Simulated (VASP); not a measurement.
# SnO in VASP: single point with PBE+D3(BJ)

Aim: the single point of SnO with PBE+D3(BJ).

Program: VASP 6.6.1. These are calculated values, not measurements. Logs are shortened: lines on timing, memory, paths and dates and some standing lists are left out, and cuts for length are marked.

## Step 1: The cell of the first run

The cell holds a slab with vacuum, 8 atoms: a = 3.820 Å, b = 3.820 Å, c = 22.226 Å, α = 90.00°, β = 90.00°, γ = 90.00°.

## Step 2: Single point, PBE+D3(BJ) (layers slid over each other)

Contents of INCAR:

```
SYSTEM = SnO
  PREC = Accurate
  ENCUT = 910
  EDIFF = 1E-6
  ISMEAR = 0
  SIGMA = 0.05
  LREAL = .FALSE.
  LASPH = .TRUE.
  NELM = 120
  ALGO = Normal
  ISIF = 2
  LWAVE = .FALSE.
  LCHARG = .FALSE.
  LDIPOL = .TRUE.
  IDIPOL = 3
  DIPOL = 0.5 0.5 0.394
  GGA = PE
  IVDW = 12
  NBANDS = 50
  GGA_COMPAT = .FALSE.
  NELMDL = -8
```

Contents of KPOINTS:

```
Automatic mesh
0
G
  7 7 1
  0 0 0
```

Contents of POSCAR:

```
SnO
1.0
    3.8201528543      0.0002954551      0.0000000000
   -0.0003145191      3.8201528528      0.0000000000
    0.0000000000      0.0000000000     22.2260743460
Sn O
4 4
Direct
    0.9999452911      0.9999452911      0.2024649036
    0.4999452911      0.4999452911      0.3087831466
    0.7499452911      0.7499452911      0.4797535096
    0.2499452911      0.2499452911      0.5860717526
    0.9999461074      0.4999461074      0.2556240251
    0.4999461074      0.9999461074      0.2556240251
    0.7499461074      0.2499461074      0.5329126311
    0.2499461074      0.7499461074      0.5329126311
```

Potentials or basis: VASP PAW PBE potentials, release 64 (Sn_d, O_h).

On the command line:

```
$ cat potpaw_PBE.64/Sn_d/POTCAR potpaw_PBE.64/O_h/POTCAR > POTCAR
$ mpirun -np 1 vasp_std > vasp.out
```

OUTCAR:

```text
SYSTEM = SnO
   PREC = Accurate
   ENCUT = 910
   EDIFF = 1E-6
   ISMEAR = 0
   LREAL = .FALSE.
   LASPH = .TRUE.
   NELM = 120
   ISIF = 2
   GGA = PE
   IVDW = 12
   NELMDL = -8
 IVDW          = 12

 ion  position               nearest neighbor table
   1  1.000  1.000  0.202-   6 2.25   5 2.25   6 2.25   5 2.25   2 3.59   2 3.59   2 3.59   2 3.59

   2  0.500  0.500  0.309-   5 2.25   6 2.25   5 2.25   6 2.25   1 3.59   1 3.59   1 3.59   1 3.59

   3  0.750  0.750  0.480-   8 2.25   7 2.25   8 2.25   7 2.25   4 3.59   4 3.59   4 3.59   4 3.59

   4  0.250  0.250  0.586-   7 2.25   8 2.25   7 2.25   8 2.25   3 3.59   3 3.59   3 3.59   3 3.59

   5  1.000  0.500  0.256-   2 2.25   1 2.25   2 2.25   1 2.25
   6  0.500  1.000  0.256-   1 2.25   2 2.25   1 2.25   2 2.25
   7  0.750  0.250  0.533-   4 2.25   3 2.25   4 2.25   3 2.25
   8  0.250  0.750  0.533-   3 2.25   4 2.25   3 2.25   4 2.25

  LATTYP: Found a simple tetragonal cell.
 ALAT       =     3.8201528657
 C/A-ratio  =     5.8181112451

  Lattice vectors:

 A1 = (   3.8201528543,   0.0002954551,   0.0000000000)
 A2 = (  -0.0003145191,   3.8201528528,   0.0000000000)
 A3 = (   0.0000000000,   0.0000000000,  22.2260743460)

Analysis of symmetry for initial positions (statically):
=====================================================================
 Subroutine PRICEL returns:
 Original cell was already a primitive cell.

 Routine SETGRP: Setting up the symmetry group for a
 simple tetragonal supercell.

 Subroutine GETGRP returns: Found  4 space group operations
 (whereof  2 operations were pure point group operations)
 out of a pool of 16 trial point group operations.

The static configuration has the point symmetry C_1h.
 The point group associated with its full space group is C_2h.

Analysis of symmetry for dynamics (positions and initial velocities):
=====================================================================
 Subroutine PRICEL returns:
 Original cell was already a primitive cell.

 Routine SETGRP: Setting up the symmetry group for a
 simple tetragonal supercell.

 Subroutine GETGRP returns: Found  4 space group operations
 (whereof  2 operations were pure point group operations)
 out of a pool of 16 trial point group operations.

The dynamic configuration has the point symmetry C_1h.
 The point group associated with its full space group is C_2h.

 Subroutine INISYM returns: Found  4 space group operations
 (whereof  2 operations are pure point group operations),
 and found     1 'primitive' translations

----------------------------------------------------------------------------------------

                                     Primitive cell

  volume of cell :     324.3577

  direct lattice vectors                    reciprocal lattice vectors
     3.820152854  0.000295455  0.000000000     0.261769629  0.000021552  0.000000000
    -0.000314519  3.820152853  0.000000000    -0.000020246  0.261769629  0.000000000
     0.000000000  0.000000000 22.226074346     0.000000000  0.000000000  0.044992201

  length of vectors
     3.820152866  3.820152866 22.226074346     0.261769629  0.261769629  0.044992201

  position of ions in fractional coordinates (direct lattice)
     0.999945291  0.999945291  0.202464904
     0.499945291  0.499945291  0.308783147
     0.749945291  0.749945291  0.479753510
     0.249945291  0.249945291  0.586071753
     0.999946107  0.499946107  0.255624025
     0.499946107  0.999946107  0.255624025
     0.749946107  0.249946107  0.532912631
     0.249946107  0.749946107  0.532912631

  ion indices of the primitive-cell ions
   primitive index   ion index
                 1           1
                 2           2
                 3           3
                 4           4
                 5           5
                 6           6
                 7           7
                 8           8

----------------------------------------------------------------------------------------

 KPOINTS: Automatic mesh

Automatic generation of k-mesh.
 Grid dimensions read from file:
 generate k-points for:    7    7    1

 Generating k-lattice:

  Cartesian coordinates                     Fractional coordinates (reciprocal lattice)
     0.037395661  0.000003079  0.000000000     0.142857143  0.000000000  0.000000000
    -0.000002892  0.037395661  0.000000000    -0.000000000  0.142857143  0.000000000
     0.000000000  0.000000000  0.044992201     0.000000000  0.000000000  1.000000000

  Length of vectors
     0.037395661  0.037395661  0.044992201

  Shift w.r.t. Gamma in fractional coordinates (k-lattice)
     0.000000000  0.000000000  0.000000000

 Subroutine IBZKPT returns following result:
 ===========================================

 Found     16 irreducible k-points:

 Following reciprocal coordinates:
            Coordinates               Weight
  0.000000  0.000000  0.000000      1.000000
  0.142857  0.000000  0.000000      4.000000
  0.285714  0.000000  0.000000      4.000000
  0.428571 -0.000000  0.000000      4.000000
  0.142857  0.142857  0.000000      2.000000
 -0.142857  0.142857  0.000000      2.000000
[... 8 lines left out ...]
  0.428571  0.428571  0.000000      2.000000
 -0.428571  0.428571  0.000000      2.000000
   k-points           NKPTS =     16   k-points in BZ     NKDIM =     16   number of bands    NBANDS=     50
   number of dos      NEDOS =    301   number of ions     NIONS =      8
   total plane-waves  NPLWV = 358400
   dimension x,y,z NGX =    40 NGY =   40 NGZ =  224
   dimension x,y,z NGXF=    80 NGYF=   80 NGZF=  448
   ions per type =               4   4
   NGX,Y,Z   is equivalent  to a cutoff of  17.41, 17.41, 16.75 a.u.
   NGXF,Y,Z  is equivalent  to a cutoff of  34.81, 34.81, 33.51 a.u.
 SYSTEM =  SnO
   PREC   = accura    normal or accurate (medium, high low for compatibility)
   ISTART =      0    job   : 0-new  1-cont  2-samecut
   ICHARG =      2    charge: 1-file 2-atom 10-const
   ISPIN  =      1    spin polarized calculation?
   LNONCOLLINEAR =      F non collinear calculations
   LSORBIT =      F    spin-orbit coupling
   LASPH  =      T    aspherical Exc in radial PAW
   ENCUT  =  910.0 eV  66.88 Ry    8.18 a.u.   9.40  9.40 54.67*2*pi/ulx,y,z
   NELM   =    120;   NELMIN=  2; NELMDL= -8     # of ELM steps
   EDIFF  = 0.1E-05   stopping-criterion for ELM
   LREAL  =      F    real-space projection
   EDIFFG = 0.1E-04   stopping-criterion for IOM
   NSW    =      0    number of steps for IOM
   IBRION =     -1    ionic relax: 0-MD 1-quasi-New 2-CG
   NFREE  =      0    steps in history (QN), initial steepest desc. (CG)
   ISIF   =      2    stress and relaxation
   ISYM   =      2    0-nonsym 1-usesym 2-fastsym
   POTIM  = 0.5000    time-step for ionic-motion
   TEBEG  =    0.0;   TEEND  =   0.0 temperature during run
   PSTRESS=    0.0 pullay stress
   NELECT =      80.0000    total number of electrons
   NUPDOWN=      -1.0000    fix difference up-down
   EMIN   =  10.00;   EMAX   =-10.00  energy-range for DOS
   EFERMI =   0.00;   METHOD = LEGACY
   ISMEAR =     0;   SIGMA  =   0.05  broadening in eV -4-tet -1-fermi 0-gaus
   EFERMI_NEDOS =   21; number of points for ismear=-14 and -15
   IALGO  =     38    algorithm
   IMIX   =      4    mixing-type and parameters
     AMIX     =   0.40;   BMIX     =  1.00
     AMIX_MAG =   1.60;   BMIX_MAG =  1.00
  volume/ion in A,a.u.               =      40.54       273.61
  Fermi-wavevector in a.u.,A,eV,Ry     =   1.026668  1.940121 14.341186  1.054047
  Thomas-Fermi vector in A             =   2.160573
   LORBIT       =      0    0 simple, 1 ext, 2 COOP (PROOUT), +10 PAW based schemes
   GGA     = PE    functional components
   LHFCALC =     F    Hartree Fock is set to
   AEXX    =    0.0000 exact exchange contribution
   IVDW    =    12    specifies the selected vdW correction
   LEPSILON=     F    determine dielectric tensor
   LRPA    =     F    only Hartree local field effects (RPA)
 non-spin polarized calculation
 Gauss-broadening in eV      SIGMA  =   0.05
  energy-cutoff  :      910.00
  volume of cell :      324.36
 maximum number of plane-waves:     20289
 NGX is ok and might be reduce to    40
   NGX = 19   NGY = 19   NGZ =109

 dipolmoment           0.000000      0.000000      0.000171 electrons x Angstroem

 number of electron      79.9999987 magnetization

 dipolmoment           0.000000      0.000000     -0.000001 electrons x Angstroem

 Free energy of the ion-electron system (eV)
  ---------------------------------------------------
  ext. energy  EPLUGINS =         0.00000000
  ---------------------------------------------------
  free energy    TOTEN  =       -45.17042631 eV

  energy without entropy =      -45.17042631  energy(sigma->0) =      -45.17042631

 E-fermi :   0.3170     XC(G=0):  -5.2734

 val. band max:        0.0110485357   @ k =  -0.1429   0.1429   0.0000
 cond. band min:       2.3208235113   @ k =  -0.4286   0.4286   0.0000
 fundamental gap:      2.3097749756
 Fermi energy:         0.3169813552

 k-point     1 :       0.0000    0.0000    0.0000
  band No.  band energies     occupation
      1     -20.9580      2.00000
      2     -20.9579      2.00000
      3     -20.5978      2.00000
      4     -20.5977      2.00000
      5     -20.5610      2.00000
      6     -20.5608      2.00000
[... 42 lines left out ...]
     49       5.2199      0.00000
     50       5.2823      0.00000

 k-point     2 :       0.1429    0.0000    0.0000
  band No.  band energies     occupation
      1     -20.9491      2.00000
      2     -20.9489      2.00000
      3     -20.5985      2.00000
      4     -20.5984      2.00000
      5     -20.5625      2.00000
      6     -20.5622      2.00000
[... 734 lines left out ...]
 k-point    16 :      -0.4286    0.4286    0.0000
  band No.  band energies     occupation
      1     -20.8992      2.00000
      2     -20.8986      2.00000
      3     -20.8859      2.00000
      4     -20.8846      2.00000
      5     -20.5642      2.00000
      6     -20.5642      2.00000
[... 42 lines left out ...]
     49       5.9179      0.00000
     50       6.6159      0.00000

------------------------ aborting loop because EDIFF is reached ----------------------------------------

 vacuum level on the upper side and lower side of the slab       (xc-potential included)        -0.136        -0.134

 Edisp (eV)   -1.27457

 E8    (eV) :    -0.5639

  FORCE on cell =-STRESS in cart. coord.  units (eV):
  Direction    XX          YY          ZZ          XY          YZ          ZX
  --------------------------------------------------------------------------------------
  -------------------------------------------------------------------------------------
  Total       0.16921     0.16924     0.06256     0.07073     0.44955     0.44948
  in kB       0.83584     0.83595     0.30902     0.34937     2.22057     2.22021
  external pressure =        0.66 kB  Pullay stress =        0.00 kB

 VOLUME and BASIS-vectors are now :
 -----------------------------------------------------------------------------
  energy-cutoff  :      910.00
  volume of cell :      324.36
      direct lattice vectors                 reciprocal lattice vectors
     3.820152854  0.000295455  0.000000000     0.261769629  0.000021552  0.000000000
    -0.000314519  3.820152853  0.000000000    -0.000020246  0.261769629  0.000000000
     0.000000000  0.000000000 22.226074346     0.000000000  0.000000000  0.044992201

 POSITION                                       TOTAL-FORCE (eV/Angst)
 -----------------------------------------------------------------------------------
      3.81963      3.82024      4.50000        -0.008707     -0.008708     -0.066900
      1.90971      1.91002      6.86304        -0.051671     -0.051679      0.050410
      2.86467      2.86513     10.66304         0.051671      0.051679     -0.050410
      0.95475      0.95490     13.02607         0.008707      0.008708      0.066900
      3.81979      1.91017      5.68152        -0.046525      0.017501      0.007781
      1.90956      3.82009      5.68152         0.017509     -0.046522      0.007781
      2.86483      0.95505     11.84456        -0.017509      0.046522     -0.007781
      0.95460      2.86498     11.84456         0.046525     -0.017501     -0.007781
 -----------------------------------------------------------------------------------
    total drift:                               -0.024063     -0.024067      0.000100

  FREE ENERGIE OF THE ION-ELECTRON SYSTEM (eV)
  ---------------------------------------------------
  free  energy   TOTEN  =       -46.4449983366 eV

  energy  without entropy=      -46.4449983366  energy(sigma->0) =      -46.44499834

 vacuum level on the upper side and lower side of the slab         4.918         4.921
```

It took 21 min on 1 thread of Intel Xeon Platinum 8259CL at 2.50GHz (Skylake/Cascade Lake), shared host; peak memory 0.95 GiB.

What came out:

| Quantity | Value |
| --- | --- |
| Free energy | -46.4450 eV |
| Largest force | 0.089 eV/Å |
| Band gap on the k mesh | 2.31 eV (least direct gap 2.48 eV) |
| Dispersion energy per atom | -0.159 eV |

Forces on the atoms (eV/Å):
```
Sn  -0.009 -0.009 -0.067
Sn  -0.052 -0.052  0.050
Sn   0.052  0.052 -0.050
Sn   0.009  0.009  0.067
O   -0.047  0.018  0.008
O    0.018 -0.047  0.008
O   -0.018  0.047 -0.008
O    0.047 -0.018 -0.008
```

Levels at points of the mesh, in eV from the valence-band top:
| k point | band 38 | band 39 | band 40 | band 41 | band 42 | band 43 |
| --- | --- | --- | --- | --- | --- | --- |
| (0.00, 0.00, 0.00) | -2.06 | -0.81 | -0.04 | 2.44 | 2.75 | 2.75 |

Caveat: the cell differs from its parent crystal (layers slid over each other); the cutoff is under 1.25 times the usual one of these potentials, so pressure, stress and relaxed cells hold a basis-set (Pulay) error; spin-orbit coupling is left out, which moves the levels of the heavy elements.
